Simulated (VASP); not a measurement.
The system is ZnS.

```
CELL_PARAMETERS angstrom
0.00000 2.64721 2.75025
2.64721 0.00000 2.75025
2.64721 2.64721 0.00000
ATOMIC_POSITIONS crystal
Zn 0.00000 0.00000 0.00000
S 0.25000 0.25000 0.25000
```

This cell differs from its parent crystal: epitaxial xy strain -1.7%.

Base run:

- Program: VASP 6.6.1
- Functional: PBE
- Potentials or basis: VASP PAW PBE potentials, release 64 (Zn, S)
- Cutoff: 520 eV
- k mesh: 8 × 8 × 8
- Occupations: fermi-dirac, width 0.02 eV
- Spin: no spin polarisation

Its results: band gap on the k mesh 2.16 eV, direct; pressure 3.6 GPa.

Q: The run is repeated on the same cell with these changes: functional from PBE to r2SCAN; occupations from fermi-dirac, width 0.02 eV to gaussian, width 0.01 eV. What comes out?

A: Band gap on the k mesh 2.73 eV, direct; pressure 1.2 GPa.

Caveats: the PAW data sets were made with another functional, which shifts forces and pressure a little (some runs).

